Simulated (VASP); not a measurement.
# AlN (wurtzite type) (P6_3mc) in VASP: further runs

Runs on AlN (wurtzite type). Level: PBE. Tasks: single point.

Everything below comes from runs of VASP 6.6.1. Logs are shortened: lines on timing, memory, paths and dates and some standing lists are left out, and cuts for length are marked.

**1. The cell of the first run**

The structure is hexagonal, space group P6_3mc (No. 186). Conventional cell: a = 2.949 Å, b = 2.949 Å, c = 4.523 Å, α = 90.00°, β = 90.00°, γ = 120.00°. Al (site symmetry 3m) has 4 N at 1.77 to 1.79 Å within 2.3 Å. N (site symmetry 3m) has 4 Al at 1.77 to 1.79 Å within 2.3 Å.

**2. Single point, PBE**

Contents of INCAR:

```
SYSTEM = AlN
PREC     = Accurate       ! precision mode
ENCUT    = 520            ! plane-wave cutoff, eV
EDIFF    = 1E-7           ! SCF threshold, eV
ISMEAR   = -1             ! smearing method
SIGMA    = 0.05           ! smearing width, eV
LREAL    = .False.        ! projectors in reciprocal space
LASPH    = .True.         ! aspherical terms in the spheres
NELM     = 100            ! most SCF steps
ALGO     = Normal         ! electronic algorithm
ISIF     = 2              ! what is computed and relaxed
LWAVE    = .False.        ! write WAVECAR
LCHARG   = .True.         ! write CHGCAR
GGA      = PE             ! functional
LELF     = .True.         ! ELF
LVHAR    = .True.       
NBANDS   = 16             ! bands
```

Contents of KPOINTS:

```
Automatic mesh
0
Gamma
  13 13 7
  0 0 0
```

Contents of POSCAR:

```
AlN
1.0
    2.9488874729      0.0000000000      0.0000000000
   -1.4744437364      2.5538114644      0.0000000000
    0.0000000000      0.0000000000      4.5232202378
Al N
2 2
Direct
    0.3333333333      0.6666666667     -0.0098735465
    0.6666666667      0.3333333333      0.4901264535
    0.3333333333      0.6666666667      0.3858735465
    0.6666666667      0.3333333333      0.8858735465
```

Potentials or basis: VASP PAW PBE potentials, release 64 (Al, N).

Run with:

```bash
cat potpaw_PBE.64/Al/POTCAR potpaw_PBE.64/N/POTCAR > POTCAR
mpirun -np 1 vasp_std > vasp.out
```

OUTCAR:

```text
SYSTEM = AlN
   PREC = Accurate
   ENCUT = 520
   EDIFF = 1E-7
   ISMEAR = -1
   LREAL = .False.
   LASPH = .True.
   NELM = 100
   ISIF = 2
   GGA = PE

 ion  position               nearest neighbor table
   1  0.333  0.667  0.990-   4 1.77   4 1.77   4 1.77   3 1.79   2 2.83   2 2.83   2 2.83   2 2.83
                             2 2.83   2 2.83
   2  0.667  0.333  0.490-   3 1.77   3 1.77   3 1.77   4 1.79   1 2.83   1 2.83   1 2.83   1 2.83
                             1 2.83   1 2.83
   3  0.333  0.667  0.386-   2 1.77   2 1.77   2 1.77   1 1.79
   4  0.667  0.333  0.886-   1 1.77   1 1.77   1 1.77   2 1.79

  LATTYP: Found a hexagonal cell.
 ALAT       =     2.9488874729
 C/A-ratio  =     1.5338734622

  Lattice vectors:

 A1 = (   2.9488874729,   0.0000000000,   0.0000000000)
 A2 = (  -1.4744437364,   2.5538114644,   0.0000000000)
 A3 = (   0.0000000000,   0.0000000000,   4.5232202378)

Analysis of symmetry for initial positions (statically):
=====================================================================
 Subroutine PRICEL returns:
 Original cell was already a primitive cell.

 Routine SETGRP: Setting up the symmetry group for a
 hexagonal supercell.

 Subroutine GETGRP returns: Found 12 space group operations
 (whereof  6 operations were pure point group operations)
 out of a pool of 24 trial point group operations.

The static configuration has the point symmetry C_3v.
 The point group associated with its full space group is C_6v.

Analysis of symmetry for dynamics (positions and initial velocities):
=====================================================================
 Subroutine PRICEL returns:
 Original cell was already a primitive cell.

 Routine SETGRP: Setting up the symmetry group for a
 hexagonal supercell.

 Subroutine GETGRP returns: Found 12 space group operations
 (whereof  6 operations were pure point group operations)
 out of a pool of 24 trial point group operations.

The dynamic configuration has the point symmetry C_3v.
 The point group associated with its full space group is C_6v.

 Subroutine INISYM returns: Found 12 space group operations
 (whereof  6 operations are pure point group operations),
 and found     1 'primitive' translations

----------------------------------------------------------------------------------------

                                     Primitive cell

  volume of cell :      34.0639

  direct lattice vectors                    reciprocal lattice vectors
     2.948887473  0.000000000  0.000000000     0.339110939  0.195785792  0.000000000
    -1.474443736  2.553811464  0.000000000     0.000000000  0.391571584  0.000000000
     0.000000000  0.000000000  4.523220238     0.000000000  0.000000000  0.221081430

  length of vectors
     2.948887473  2.948887473  4.523220238     0.391571584  0.391571584  0.221081430

  position of ions in fractional coordinates (direct lattice)
     0.333333333  0.666666667  0.990126453
     0.666666667  0.333333333  0.490126453
     0.333333333  0.666666667  0.385873547
     0.666666667  0.333333333  0.885873547

  ion indices of the primitive-cell ions
   primitive index   ion index
                 1           1
                 2           2
                 3           3
                 4           4

----------------------------------------------------------------------------------------

 KPOINTS: Automatic mesh

Automatic generation of k-mesh.
 Grid dimensions read from file:
 generate k-points for:   13   13    7

 Generating k-lattice:

  Cartesian coordinates                     Fractional coordinates (reciprocal lattice)
     0.026085457  0.015060446  0.000000000     0.076923077  0.000000000  0.000000000
     0.000000000  0.030120891  0.000000000     0.000000000  0.076923077  0.000000000
     0.000000000  0.000000000  0.031583061     0.000000000  0.000000000  0.142857143

  Length of vectors
     0.030120891  0.030120891  0.031583061

  Shift w.r.t. Gamma in fractional coordinates (k-lattice)
     0.000000000  0.000000000  0.000000000

 Subroutine IBZKPT returns following result:
 ===========================================

 Found     84 irreducible k-points:

 Following reciprocal coordinates:
            Coordinates               Weight
  0.000000  0.000000  0.000000      1.000000
  0.076923  0.000000  0.000000      6.000000
  0.153846  0.000000  0.000000      6.000000
  0.230769  0.000000  0.000000      6.000000
  0.307692  0.000000  0.000000      6.000000
  0.384615 -0.000000  0.000000      6.000000
[... 16 lines left out ...]
  0.076923  0.000000  0.142857     12.000000
  0.153846  0.000000  0.142857     12.000000
 [... further k-points ...]
   k-points           NKPTS =     84   k-points in BZ     NKDIM =     84   number of bands    NBANDS=     16
   number of dos      NEDOS =    301   number of ions     NIONS =      4
   total plane-waves  NPLWV =  20736
   dimension x,y,z NGX =    24 NGY =   24 NGZ =   36
   dimension x,y,z NGXF=    48 NGYF=   48 NGZF=   72
   ions per type =               2   2
   NGX,Y,Z   is equivalent  to a cutoff of  13.53, 13.53, 13.23 a.u.
   NGXF,Y,Z  is equivalent  to a cutoff of  27.06, 27.06, 26.46 a.u.
 SYSTEM =  AlN
   PREC   = accura    normal or accurate (medium, high low for compatibility)
   ISTART =      0    job   : 0-new  1-cont  2-samecut
   ICHARG =      2    charge: 1-file 2-atom 10-const
   ISPIN  =      1    spin polarized calculation?
   LNONCOLLINEAR =      F non collinear calculations
   LSORBIT =      F    spin-orbit coupling
   LASPH  =      T    aspherical Exc in radial PAW
   ENCUT  =  520.0 eV  38.22 Ry    6.18 a.u.   5.48  5.48  8.41*2*pi/ulx,y,z
   NELM   =    100;   NELMIN=  2; NELMDL= -5     # of ELM steps
   EDIFF  = 0.1E-06   stopping-criterion for ELM
   LREAL  =      F    real-space projection
   EDIFFG = 0.1E-05   stopping-criterion for IOM
   NSW    =      0    number of steps for IOM
   IBRION =     -1    ionic relax: 0-MD 1-quasi-New 2-CG
   NFREE  =      0    steps in history (QN), initial steepest desc. (CG)
   ISIF   =      2    stress and relaxation
   ISYM   =      2    0-nonsym 1-usesym 2-fastsym
   POTIM  = 0.5000    time-step for ionic-motion
   TEBEG  =    0.0;   TEEND  =   0.0 temperature during run
   PSTRESS=    0.0 pullay stress
   NELECT =      16.0000    total number of electrons
   NUPDOWN=      -1.0000    fix difference up-down
   EMIN   =  10.00;   EMAX   =-10.00  energy-range for DOS
   EFERMI =   0.00;   METHOD = LEGACY
   ISMEAR =    -1;   SIGMA  =   0.05  broadening in eV -4-tet -1-fermi 0-gaus
   EFERMI_NEDOS =   21; number of points for ismear=-14 and -15
   IALGO  =     38    algorithm
   IMIX   =      4    mixing-type and parameters
     AMIX     =   0.40;   BMIX     =  1.00
     AMIX_MAG =   1.60;   BMIX_MAG =  1.00
  volume/ion in A,a.u.               =       8.52        57.47
  Fermi-wavevector in a.u.,A,eV,Ry     =   1.272575  2.404817 22.033901  1.619446
  Thomas-Fermi vector in A             =   2.405445
   LORBIT       =      0    0 simple, 1 ext, 2 COOP (PROOUT), +10 PAW based schemes
   GGA     = PE    functional components
   LHFCALC =     F    Hartree Fock is set to
   AEXX    =    0.0000 exact exchange contribution
   IVDW    =     0    specifies the selected vdW correction
   LEPSILON=     F    determine dielectric tensor
   LRPA    =     F    only Hartree local field effects (RPA)
 non-spin polarized calculation
  energy-cutoff  :      520.00
  volume of cell :       34.06
 maximum number of plane-waves:       941
 NGX is ok and might be reduce to    24
   NGX = 11   NGY = 11   NGZ = 17

 number of electron      16.0000003 magnetization

 Free energy of the ion-electron system (eV)
  ---------------------------------------------------
  ext. energy  EPLUGINS =         0.00000000
  ---------------------------------------------------
  free energy    TOTEN  =       -28.32864262 eV

  energy without entropy =      -28.32864262  energy(sigma->0) =      -28.32864262

 E-fermi :   9.6348     XC(G=0): -11.8324

 val. band max:        8.7097343894   @ k =   0.0000   0.0000   0.0000
 cond. band min:      13.7840831282   @ k =   0.3077   0.3077   0.0000
 fundamental gap:      5.0743487388
 Fermi energy:         9.6347565097

 k-point     1 :       0.0000    0.0000    0.0000
  band No.  band energies     occupation
      1      -8.2250      2.00000
      2      -5.1376      2.00000
      3       1.4814      2.00000
      4       7.0477      2.00000
      5       7.0477      2.00000
      6       7.8873      2.00000
[... 8 lines left out ...]
     15      23.1820      0.00000
     16      23.6686      0.00000

 k-point     2 :       0.0769    0.0000    0.0000
  band No.  band energies     occupation
      1      -8.1332      2.00000
      2      -5.0889      2.00000
      3       1.5817      2.00000
      4       6.6765      2.00000
      5       6.9287      2.00000
      6       7.5665      2.00000
[... 8 lines left out ...]
     15      23.2474      0.00000
     16      23.2525      0.00000

 k-point     3 :       0.1538    0.0000    0.0000
  band No.  band energies     occupation
      1      -7.8635      2.00000
      2      -4.9551      2.00000
      3       1.8780      2.00000
      4       5.7337      2.00000
      5       6.6481      2.00000
      6       6.8082      2.00000
[... 8 lines left out ...]
     15      22.5189      0.00000
     16      22.8903      0.00000

 k-point     4 :       0.2308    0.0000    0.0000
  band No.  band energies     occupation
      1      -7.4343      2.00000
      2      -4.7753      2.00000
      3       2.3549      2.00000
      4       4.5652      2.00000
      5       5.8935      2.00000
      6       6.3201      2.00000
[... 8 lines left out ...]
     15      22.6455      0.00000
     16      22.8562      0.00000
[... 324 lines left out ...]
 k-point    22 :       0.0000    0.0000    0.1429
  band No.  band energies     occupation
      1      -8.1198      2.00000
      2      -5.3875      2.00000
      3       1.8658      2.00000
      4       7.0865      2.00000
      5       7.0865      2.00000
      6       7.8429      2.00000
[... 8 lines left out ...]
     15      22.7180      0.00000
     16      22.9769      0.00000

 k-point    23 :       0.0769    0.0000    0.1429
  band No.  band energies     occupation
      1      -8.0288      2.00000
      2      -5.3327      2.00000
      3       1.9520      2.00000
      4       6.7274      2.00000
      5       6.9723      2.00000
      6       7.4260      2.00000
[... 8 lines left out ...]
     15      22.8273      0.00000
     16      22.9372      0.00000

 k-point    24 :       0.1538    0.0000    0.1429
  band No.  band energies     occupation
      1      -7.7616      2.00000
      2      -5.1800      2.00000
      3       2.1993      2.00000
      4       5.8141      2.00000
      5       6.6260      2.00000
      6       6.7012      2.00000
[... 8 lines left out ...]
     15      22.7272      0.00000
     16      22.8262      0.00000

 [... further k-points ...]
[... 5 lines left out ...]
  --------------------------------------------------------------------------------------
  -------------------------------------------------------------------------------------
  Total       13.7428206     13.7428206     13.7505284      0.0000000      0.0000000     -0.0000000
  in kB      646.3856300    646.3856300    646.7481604      0.0000000      0.0000000     -0.0000000
  external PRESSURE =     646.5064735 kB  Pullay stress =       0.0000000 kB

 VOLUME and BASIS-vectors are now :
 -----------------------------------------------------------------------------
  energy-cutoff  :      520.00
  volume of cell :       34.06
      direct lattice vectors                 reciprocal lattice vectors
     2.948887473  0.000000000  0.000000000     0.339110939  0.195785792  0.000000000
    -1.474443736  2.553811464  0.000000000     0.000000000  0.391571584  0.000000000
     0.000000000  0.000000000  4.523220238     0.000000000  0.000000000  0.221081430

 POSITION                                       TOTAL-FORCE (eV/Angst)
 -----------------------------------------------------------------------------------
     -0.00000      1.70254      4.47856        -0.000000      0.000000     -0.000900
      1.47444      0.85127      2.21695         0.000000      0.000000     -0.000900
     -0.00000      1.70254      1.74539        -0.000000     -0.000000      0.000900
      1.47444      0.85127      4.00700         0.000000      0.000000      0.000900
 -----------------------------------------------------------------------------------
    total drift:                               -0.000000      0.000000      0.000743

  FREE ENERGIE OF THE ION-ELECTRON SYSTEM (eV)
  ---------------------------------------------------
  free  energy   TOTEN  =       -28.3286426191 eV

  energy  without entropy=      -28.3286426190  energy(sigma->0) =      -28.32864262
```

Run time: 32 s. Hardware: 1 thread of Intel Xeon 6975P-C, shared host; peak memory 0.17 GiB.

What came out:

```yaml
Free_energy: -28.3286 eV
Pressure: 64.7 GPa
Band_gap_on_the_k_mesh: 5.07 eV, indirect (least direct gap 5.72 eV)
```

A k mesh can miss the band edges. As with any semilocal functional, this PBE gap is likely too small.

(Part 1 of 2 ends here.)
